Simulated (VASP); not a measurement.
# Si (R-3) in VASP: further runs, part 2 of 2

VASP 6.6.1. The steps go on from the part before.

**3. Single point, LDA (strain -0.080 along x and y, -0.040 along z)**

File INCAR:

```
PREC = Accurate
ENCUT = 520
EDIFF = 1E-6
ISMEAR = 0
SIGMA = 0.15
LREAL = False
LASPH = True
NELM = 80
ALGO = Fast
ISIF = 2
LWAVE = False
LCHARG = True
LELF = True
LVHAR = True
NBANDS = 26
```

File KPOINTS:

```
Automatic mesh
0
Gamma
  12 12 12
```

File POSCAR:

```
Si
1.0
    4.2866666881      2.4749081663      1.7845950435
   -4.2866666881      2.4749081663      1.7845950435
    0.0000000000     -4.9498163326      1.7845950435
Si
8
Direct
    0.0230438192      0.7214117077      0.5254377641
    0.9769561808      0.2785882923      0.4745622359
    0.7155636601      0.7155636601      0.7155636601
    0.2785882923      0.4745622359      0.9769561808
    0.4745622359      0.9769561808      0.2785882923
    0.7214117077      0.5254377641      0.0230438192
    0.2844363399      0.2844363399      0.2844363399
    0.5254377641      0.0230438192      0.7214117077
```

Potentials or basis: VASP PAW LDA potentials, release 64 (Si).

Started as:

```sh
> cat potpaw_LDA.64/Si/POTCAR > POTCAR
> mpirun -np 1 vasp_std > vasp.out
```

OUTCAR:

```text
PREC = Accurate
   ENCUT = 520
   EDIFF = 1E-6
   ISMEAR = 0
   LREAL = False
   LASPH = True
   NELM = 80
   ISIF = 2

 ion  position               nearest neighbor table
   1  0.023  0.721  0.525-   3 2.16   2 2.18   6 2.23   8 2.23   2 3.11
   2  0.977  0.279  0.475-   7 2.16   1 2.18   4 2.23   5 2.23   1 3.11
   3  0.716  0.716  0.716-   6 2.16   1 2.16   8 2.16   7 2.31   7 3.05
   4  0.279  0.475  0.977-   7 2.16   6 2.18   2 2.23   5 2.23   6 3.11
   5  0.475  0.977  0.279-   7 2.16   8 2.18   2 2.23   4 2.23   8 3.11
   6  0.721  0.525  0.023-   3 2.16   4 2.18   1 2.23   8 2.23   4 3.11
   7  0.284  0.284  0.284-   4 2.16   2 2.16   5 2.16   3 2.31   3 3.05
   8  0.525  0.023  0.721-   3 2.16   5 2.18   1 2.23   6 2.23   5 3.11

  LATTYP: Found a trigonal (rhomboedric) cell.
 ALAT       =     5.2616975584
 COS(alpha) =    -0.3274484514

  Lattice vectors:

 A1 = (   4.2866666881,   2.4749081663,   1.7845950435)
 A2 = (  -4.2866666881,   2.4749081663,   1.7845950435)
 A3 = (   0.0000000000,  -4.9498163326,   1.7845950435)

Analysis of symmetry for initial positions (statically):
[... 193 lines left out ...]
 k-point     1 :       0.0000    0.0000    0.0000
  band No.  band energies     occupation
      1      -4.6201      2.00000
      2       1.2669      2.00000
      3       1.3693      2.00000
      4       1.3693      2.00000
      5       2.0839      2.00000
      6       2.6772      2.00000
[... 685 lines left out ...]
     25      15.5936      0.00000
     26      15.8456      0.00000

 [... further k-points ...]

------------------------ aborting loop because EDIFF is reached ----------------------------------------

  FORCE on cell =-STRESS in cart. coord.  units (eV):
  Direction    XX          YY          ZZ          XY          YZ          ZX
  --------------------------------------------------------------------------------------
  -------------------------------------------------------------------------------------
  Total       27.5839817     27.5839817     18.3446374      0.0000000     -0.0000000      0.0000000
  in kB      389.0431752    389.0431752    258.7319000      0.0000000     -0.0000000      0.0000000
  external PRESSURE =     345.6060835 kB  Pullay stress =       0.0000000 kB

 VOLUME and BASIS-vectors are now :
 -----------------------------------------------------------------------------
  energy-cutoff  :      520.00
  volume of cell :      113.60
      direct lattice vectors                 reciprocal lattice vectors
     4.286666688  2.474908166  1.784595043     0.116640746  0.067342566  0.186783738
    -4.286666688  2.474908166  1.784595043    -0.116640746  0.067342566  0.186783738
     0.000000000 -4.949816333  1.784595043     0.000000000 -0.134685132  0.186783738

 POSITION                                       TOTAL-FORCE (eV/Angst)
 -----------------------------------------------------------------------------------
     -2.99367     -0.75836      2.26625        -0.611377      1.160661      1.003349
      2.99367      0.75836      3.08754         0.611377     -1.160661     -1.003349
      0.00000      0.00000      3.83097         0.000000      0.000000      0.287261
     -0.84007     -2.97178      3.08754        -1.310850      0.050863     -1.003349
     -2.15360      2.21341      3.08754         0.699473      1.109798     -1.003349
      0.84007      2.97178      2.26625         1.310850     -0.050863      1.003349
      0.00000      0.00000      1.52281         0.000000     -0.000000     -0.287261
      2.15360     -2.21341      2.26625        -0.699473     -1.109798      1.003349
 -----------------------------------------------------------------------------------
    total drift:                                0.000000     -0.000000      0.000000

  FREE ENERGIE OF THE ION-ELECTRON SYSTEM (eV)
  ---------------------------------------------------
  free  energy   TOTEN  =       -44.2267598913 eV

  energy  without entropy=      -44.2196789876  energy(sigma->0) =      -44.22321944
```

Wall time 15 min (1 thread of Oxide Virtual Turin-like, shared host); peak memory 0.57 GiB.

Results:

* Free energy: -44.2268 eV
* Pressure: 34.6 GPa
* Largest force: 1.652 eV/Å
* Band gap on the k mesh: zero (bands 16 and 17 overlap by 0.87 eV)

Forces on the atoms (eV/Å):
```
Si  -0.611  1.161  1.003
Si   0.611 -1.161 -1.003
Si   0.000  0.000  0.287
Si  -1.311  0.051 -1.003
Si   0.699  1.110 -1.003
Si   1.311 -0.051  1.003
Si   0.000  0.000 -0.287
Si  -0.699 -1.110  1.003
```

Caveat: the cell differs from its parent crystal (strain -0.080 along x and y, -0.040 along z); the stress differs along the axes, from 26 to 39 GPa; forces of over 1 eV/Å act on the atoms, so gaps and moduli don't describe the material at rest.
